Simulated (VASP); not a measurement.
# Li (Im-3m) in VASP: notebook

Li is run at these levels: PBEsol; tasks: single point, relaxation of cell and atoms.

Everything below comes from runs of VASP 6.6.1. Logs are shortened: lines on timing, memory, paths and dates and some standing lists are left out, and cuts for length are marked.

## 1. The cell of the first run

The structure is cubic, space group Im-3m (No. 229). Conventional cell: a = 3.432 Å, b = 3.432 Å, c = 3.432 Å, α = 90.00°, β = 90.00°, γ = 90.00°. Li (site symmetry m-3m) has 14 Li at 2.97 to 3.43 Å within 3.9 Å.

## 2. Single point, PBEsol

File INCAR:

```
SYSTEM = Li
  ALGO = Normal
  EDIFF = 1E-6
  ENCUT = 520
  GGA = PS
  ISIF = 2
  ISMEAR = -1
  LASPH = .TRUE.
  LCHARG = .TRUE.
  LELF = .TRUE.
  LREAL = .FALSE.
  LVHAR = .TRUE.
  LWAVE = .FALSE.
  NBANDS = 8
  NELM = 100
  PREC = Accurate
  SIGMA = 0.05
```

File KPOINTS:

```
k-points
0
G
  14 14 14
  0 0 0
```

File POSCAR:

```
Li
1.0
   -1.7159600012      1.7159600012      1.7159600012
    1.7159600012     -1.7159600012      1.7159600012
    1.7159600012      1.7159600012     -1.7159600012
Li
1
Direct
    0.0000000000      0.0000000000      0.0000000000
```

Potentials or basis: VASP PAW PBE potentials, release 64 (Li_sv).

The run is started by

```sh
$ cat potpaw_PBE.64/Li_sv/POTCAR > POTCAR
$ mpirun -np 1 vasp_std > vasp.out
```

OUTCAR:

```text
SYSTEM = Li
   EDIFF = 1E-6
   ENCUT = 520
   GGA = PS
   ISIF = 2
   ISMEAR = -1
   LASPH = .TRUE.
   LREAL = .FALSE.
   NELM = 100
   PREC = Accurate

 ion  position               nearest neighbor table
   1  0.000  0.000  0.000-

  LATTYP: Found a body centered cubic cell.
 ALAT       =     3.4319200024

  Lattice vectors:

 A1 = (  -1.7159600012,   1.7159600012,   1.7159600012)
 A2 = (   1.7159600012,  -1.7159600012,   1.7159600012)
 A3 = (   1.7159600012,   1.7159600012,  -1.7159600012)

Analysis of symmetry for initial positions (statically):
=====================================================================
 Subroutine PRICEL returns:
 Original cell was already a primitive cell.

 Routine SETGRP: Setting up the symmetry group for a
 body centered cubic supercell.

 Subroutine GETGRP returns: Found 48 space group operations
 (whereof 48 operations were pure point group operations)
 out of a pool of 48 trial point group operations.

The static configuration has the point symmetry O_h .

Analysis of symmetry for dynamics (positions and initial velocities):
=====================================================================
 Subroutine PRICEL returns:
 Original cell was already a primitive cell.

 Routine SETGRP: Setting up the symmetry group for a
 body centered cubic supercell.

 Subroutine GETGRP returns: Found 48 space group operations
 (whereof 48 operations were pure point group operations)
 out of a pool of 48 trial point group operations.

The dynamic configuration has the point symmetry O_h .

 Subroutine INISYM returns: Found 48 space group operations
 (whereof 48 operations are pure point group operations),
 and found     1 'primitive' translations

----------------------------------------------------------------------------------------

                                     Primitive cell

  volume of cell :      20.2107

  direct lattice vectors                    reciprocal lattice vectors
    -1.715960001  1.715960001  1.715960001     0.000000000  0.291382083  0.291382083
     1.715960001 -1.715960001  1.715960001     0.291382083  0.000000000  0.291382083
     1.715960001  1.715960001 -1.715960001     0.291382083  0.291382083  0.000000000

  length of vectors
     2.972129906  2.972129906  2.972129906     0.412076494  0.412076494  0.412076494

  position of ions in fractional coordinates (direct lattice)
     0.000000000  0.000000000  0.000000000

  ion indices of the primitive-cell ions
   primitive index   ion index
                 1           1

----------------------------------------------------------------------------------------

 KPOINTS: k-points

Automatic generation of k-mesh.
 Grid dimensions read from file:
 generate k-points for:   14   14   14

 Generating k-lattice:

  Cartesian coordinates                     Fractional coordinates (reciprocal lattice)
     0.000000000  0.020813006  0.020813006     0.071428571  0.000000000  0.000000000
     0.020813006  0.000000000  0.020813006     0.000000000  0.071428571  0.000000000
     0.020813006  0.020813006  0.000000000     0.000000000  0.000000000  0.071428571

  Length of vectors
     0.029434035  0.029434035  0.029434035

  Shift w.r.t. Gamma in fractional coordinates (k-lattice)
     0.000000000  0.000000000  0.000000000

 Subroutine IBZKPT returns following result:
 ===========================================

 Found    104 irreducible k-points:

 Following reciprocal coordinates:
            Coordinates               Weight
  0.000000  0.000000  0.000000      1.000000
  0.071429  0.000000  0.000000     12.000000
  0.142857  0.000000  0.000000     12.000000
  0.214286  0.000000  0.000000     12.000000
  0.285714  0.000000  0.000000     12.000000
  0.357143  0.000000  0.000000     12.000000
[... 16 lines left out ...]
  0.285714  0.285714  0.000000     24.000000
  0.357143  0.285714 -0.000000     24.000000
 [... further k-points ...]
   k-points           NKPTS =    104   k-points in BZ     NKDIM =    104   number of bands    NBANDS=      8
   number of dos      NEDOS =    301   number of ions     NIONS =      1
   total plane-waves  NPLWV =  13824
   dimension x,y,z NGX =    24 NGY =   24 NGZ =   24
   dimension x,y,z NGXF=    48 NGYF=   48 NGZF=   48
   ions per type =               1
   NGX,Y,Z   is equivalent  to a cutoff of  13.42, 13.42, 13.42 a.u.
   NGXF,Y,Z  is equivalent  to a cutoff of  26.85, 26.85, 26.85 a.u.
 SYSTEM =  Li
   PREC   = accura    normal or accurate (medium, high low for compatibility)
   ISTART =      0    job   : 0-new  1-cont  2-samecut
   ICHARG =      2    charge: 1-file 2-atom 10-const
   ISPIN  =      1    spin polarized calculation?
   LNONCOLLINEAR =      F non collinear calculations
   LSORBIT =      F    spin-orbit coupling
   LASPH  =      T    aspherical Exc in radial PAW
   ENCUT  =  520.0 eV  38.22 Ry    6.18 a.u.   5.53  5.53  5.53*2*pi/ulx,y,z
   NELM   =    100;   NELMIN=  2; NELMDL= -5     # of ELM steps
   EDIFF  = 0.1E-05   stopping-criterion for ELM
   LREAL  =      F    real-space projection
   EDIFFG = 0.1E-04   stopping-criterion for IOM
   NSW    =      0    number of steps for IOM
   IBRION =     -1    ionic relax: 0-MD 1-quasi-New 2-CG
   NFREE  =      0    steps in history (QN), initial steepest desc. (CG)
   ISIF   =      2    stress and relaxation
   ISYM   =      2    0-nonsym 1-usesym 2-fastsym
   POTIM  = 0.5000    time-step for ionic-motion
   TEBEG  =    0.0;   TEEND  =   0.0 temperature during run
   PSTRESS=    0.0 pullay stress
   NELECT =       3.0000    total number of electrons
   NUPDOWN=      -1.0000    fix difference up-down
   EMIN   =  10.00;   EMAX   =-10.00  energy-range for DOS
   EFERMI =   0.00;   METHOD = LEGACY
   ISMEAR =    -1;   SIGMA  =   0.05  broadening in eV -4-tet -1-fermi 0-gaus
   EFERMI_NEDOS =   21; number of points for ismear=-14 and -15
   IALGO  =     38    algorithm
   IMIX   =      4    mixing-type and parameters
     AMIX     =   0.40;   BMIX     =  1.00
     AMIX_MAG =   1.60;   BMIX_MAG =  1.00
  volume/ion in A,a.u.               =      20.21       136.39
  Fermi-wavevector in a.u.,A,eV,Ry     =   0.866805  1.638024 10.222751  0.751351
  Thomas-Fermi vector in A             =   1.985247
   LORBIT       =      0    0 simple, 1 ext, 2 COOP (PROOUT), +10 PAW based schemes
   GGA     = PS    functional components
   LHFCALC =     F    Hartree Fock is set to
   AEXX    =    0.0000 exact exchange contribution
   IVDW    =     0    specifies the selected vdW correction
   LEPSILON=     F    determine dielectric tensor
   LRPA    =     F    only Hartree local field effects (RPA)
 non-spin polarized calculation
  energy-cutoff  :      520.00
  volume of cell :       20.21
 maximum number of plane-waves:       559
 NGX is ok and might be reduce to    24
   NGX = 11   NGY = 11   NGZ = 11

 number of electron       3.0000001 magnetization

 Free energy of the ion-electron system (eV)
  ---------------------------------------------------
  ext. energy  EPLUGINS =         0.00000000
  ---------------------------------------------------
  free energy    TOTEN  =        -1.96663959 eV

  energy without entropy =       -1.96164578  energy(sigma->0) =       -1.96414268

 E-fermi :   0.6242     XC(G=0):  -7.0248

 val. band max:        0.6188066896   @ k =   0.2857   0.2143   0.0000
 cond. band min:       0.6498955626   @ k =  -0.3571   0.4286   0.1429
 fundamental gap:      0.0310888730
 Fermi energy:         0.6241993915

 k-point     1 :       0.0000    0.0000    0.0000
  band No.  band energies     occupation
      1     -45.2723      2.00000
      2      -2.9236      2.00000
      3      15.2956      0.00000
      4      15.2956      0.00000
      5      15.2957      0.00000
      6      20.0283      0.00000
      7      20.0283      0.00000
      8      20.0283      0.00000

 k-point     2 :       0.0714    0.0000    0.0000
  band No.  band energies     occupation
      1     -45.2712      2.00000
      2      -2.8269      2.00000
      3      14.6310      0.00000
      4      14.8130      0.00000
      5      15.1248      0.00000
      6      18.6766      0.00000
      7      18.8767      0.00000
      8      20.1898      0.00000

 k-point     3 :       0.1429    0.0000    0.0000
  band No.  band energies     occupation
      1     -45.2684      2.00000
      2      -2.5373      2.00000
      3      12.7751      0.00000
      4      13.8539      0.00000
      5      14.6524      0.00000
      6      17.4991      0.00000
      7      17.7028      0.00000
      8      19.8530      0.00000

 k-point     4 :       0.2143    0.0000    0.0000
  band No.  band energies     occupation
      1     -45.2642      2.00000
      2      -2.0544      2.00000
      3      10.4885      0.00000
      4      12.8966      0.00000
      5      14.0233      0.00000
      6      16.3452      0.00000
      7      17.4129      0.00000
      8      20.0709      0.00000

 k-point     5 :       0.2857    0.0000    0.0000
  band No.  band energies     occupation
      1     -45.2595      2.00000
      2      -1.3830      2.00000
      3       8.2648      0.00000
      4      12.0982      0.00000
      5      13.4094      0.00000
      6      15.4420      0.00000
      7      17.4230      0.00000
      8      20.7029      0.00000
[... 177 lines left out ...]
 k-point    22 :       0.3571    0.2143    0.0000
  band No.  band energies     occupation
      1     -45.2498      2.00000
      2       1.5450      0.00000
      3       4.1184      0.00000
      4       7.7952      0.00000
      5      11.3828      0.00000
      6      18.1221      0.00000
      7      19.7052      0.00000
      8      21.8232      0.00000

 k-point    23 :       0.2857    0.2857    0.0000
  band No.  band energies     occupation
      1     -45.2496      2.00000
      2       1.6271      0.00000
      3       4.3271      0.00000
      4       7.2016      0.00000
      5      11.3580      0.00000
      6      18.7597      0.00000
      7      19.6060      0.00000
      8      21.7197      0.00000

 k-point    24 :       0.3571    0.2857   -0.0000
  band No.  band energies     occupation
      1     -45.2490      2.00000
      2       2.4150      0.00000
      3       3.4810      0.00000
      4       6.9289      0.00000
      5      11.2902      0.00000
      6      19.1291      0.00000
      7      20.3352      0.00000
      8      20.4824      0.00000

 [... further k-points ...]
[... 5 lines left out ...]
  --------------------------------------------------------------------------------------
  -------------------------------------------------------------------------------------
  Total       -0.0067755     -0.0067755     -0.0067755      0.0000000      0.0000000     -0.0000000
  in kB       -0.5371197     -0.5371197     -0.5371197      0.0000000      0.0000000     -0.0000000
  external PRESSURE =      -0.5371197 kB  Pullay stress =       0.0000000 kB

 VOLUME and BASIS-vectors are now :
 -----------------------------------------------------------------------------
  energy-cutoff  :      520.00
  volume of cell :       20.21
      direct lattice vectors                 reciprocal lattice vectors
    -1.715960001  1.715960001  1.715960001     0.000000000  0.291382083  0.291382083
     1.715960001 -1.715960001  1.715960001     0.291382083  0.000000000  0.291382083
     1.715960001  1.715960001 -1.715960001     0.291382083  0.291382083  0.000000000

 POSITION                                       TOTAL-FORCE (eV/Angst)
 -----------------------------------------------------------------------------------
      0.00000      0.00000      0.00000         0.000000     -0.000000      0.000000
 -----------------------------------------------------------------------------------
    total drift:                               -0.000000      0.000000      0.000000

  FREE ENERGIE OF THE ION-ELECTRON SYSTEM (eV)
  ---------------------------------------------------
  free  energy   TOTEN  =        -1.9666395861 eV

  energy  without entropy=       -1.9616457769  energy(sigma->0) =       -1.96414268
```

Wall time 16 s (1 thread of Intel Xeon 8259CL, shared host); peak memory 0.13 GiB.

What came out:

| Property | Result |
| --- | --- |
| Free energy | -1.9666 eV |
| Band gap on the k mesh | zero (an odd number of electrons rules out a gap without spin polarisation) |

Caveat: the cutoff is under 1.25 times the usual one of these potentials, so pressure, stress and relaxed cells hold a basis-set (Pulay) error; the PAW data sets were made with another functional, which shifts forces and pressure a little.

## 3. Relaxation of cell and atoms, PBEsol

This run uses another cell than the first one, of 21.61 Å³/atom.

File INCAR:

```
ALGO = Normal ; EDIFF = 1E-6
EDIFFG = -0.002 ; ENCUT = 600
GGA = PS ; IBRION = 2
ISIF = 3 ; ISMEAR = -1
LASPH = T ; LCHARG = F
LREAL = F ; LWAVE = F
NELM = 60 ; NSW = 100
PREC = Accurate ; SIGMA = 0.05
```

File KPOINTS:

```
k-points
0
Gamma
  14 14 14
```

File POSCAR:

```
Li
1.0
   -1.7546500000      1.7546500000      1.7546500000
    1.7546500000     -1.7546500000      1.7546500000
    1.7546500000      1.7546500000     -1.7546500000
Li
1
Direct
    0.0000000000      0.0000000000      0.0000000000
```

Potentials or basis: VASP PAW PBE potentials, release 64 (Li_sv).

The run is started by

```sh
$ cat potpaw_PBE.64/Li_sv/POTCAR > POTCAR
$ mpirun -np 1 vasp_std > vasp.out
```

Wall time 23 s (1 thread of Intel Xeon 8259CL, shared host); peak memory 0.13 GiB.

It converged, with:

- Free energy: -1.9687 eV
- Relaxed volume: 20.01 Å³/atom
- Relaxed cell: a = 2.962 Å, b = 2.962 Å, c = 2.962 Å, α = 109.47°, β = 109.47°, γ = 109.47°
- Space group after relaxing (to 0.1 Å): Im-3m (No. 229)
- Energy gained by relaxing: 4.7 meV/atom
- Ionic steps: 4
- Pressure after relaxing: 0.0 GPa
- Band gap on the k mesh: zero (an odd number of electrons rules out a gap without spin polarisation)

Step by step:
```tsv
step	energy change (eV)	largest force (eV/Å)	pressure (GPa)	volume (Å³)
1	0.0000	0.0000	-0.90	21.61
2	-0.0019	0.0000	-0.71	21.23
3	-0.0045	0.0000	-0.18	20.30
4	-0.0047	0.0000	0.01	20.01
```

Final structure:
```xyz
1
Lattice="-1.7104 1.7104 1.7104 1.7104 -1.7104 1.7104 1.7104 1.7104 -1.7104" Properties=species:S:1:pos:R:3 pbc="T T T"
Li    1.7104    1.7104    1.7104
```

Levels at points of the mesh, in eV from the Fermi level:
```
           k point  band 1  band 2  band 3  band 4
(0.00, 0.00, 0.00)  -45.87   -3.56   14.77   14.77
(0.50, 0.00, 0.00)  -45.85    0.25    3.32   10.48
(0.50, 0.50, 0.50)  -45.84    5.58    5.58    5.58
```

Caveat: the cutoff is under 1.25 times the usual one of these potentials, so pressure, stress and relaxed cells hold a basis-set (Pulay) error; the PAW data sets were made with another functional, which shifts forces and pressure a little.
